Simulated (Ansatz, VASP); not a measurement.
# Two plane-wave programs on Si3WC2

```
Si W C
1.0
     6.24402    0.00000    0.00000
    -3.12201    5.40748    0.00000
     0.00000    0.00000    2.53624
Si W C
3 1 2
Direct
  0.50000 0.00000 0.00000
  0.00000 0.50000 0.00000
  0.50000 0.50000 0.00000
  0.00000 0.00000 0.00000
  0.33333 0.66667 0.00000
  0.66667 0.33333 0.00000
```

Alike in both runs: functional PBE; k mesh 3 × 3 × 6; occupations gaussian, width 0.1 eV; no spin polarisation.

Ansatz relaxed the structure, and its values are those at the end. VASP's run is a single point on that final structure, the one shown.

|  | VASP | Ansatz |
| --- | --- | --- |
| version | VASP 6.6.1 | Ansatz 0.2.0 |
| potentials or method | VASP PAW PBE potentials, release 64 (Si, W_sv, C), cutoff 520 eV | scalar-relativistic, plane waves, PAW |
| valence electrons in the cell | 34 | 34 |

|  | VASP | Ansatz | Ansatz less VASP |
| --- | --- | --- | --- |
| gap on the k mesh at the Fermi level (eV) | none | none | - |
| pressure (GPa) | 0.1 | 0.1 | -0.03 |

A gap of «none» marks a metal or a gap that the smearing closes. With one functional, cell and mesh, what is left measures potentials, basis and numerics.

The k mesh is coarse, so the values compare programs but aren't converged. Neither program's run includes spin-orbit coupling.
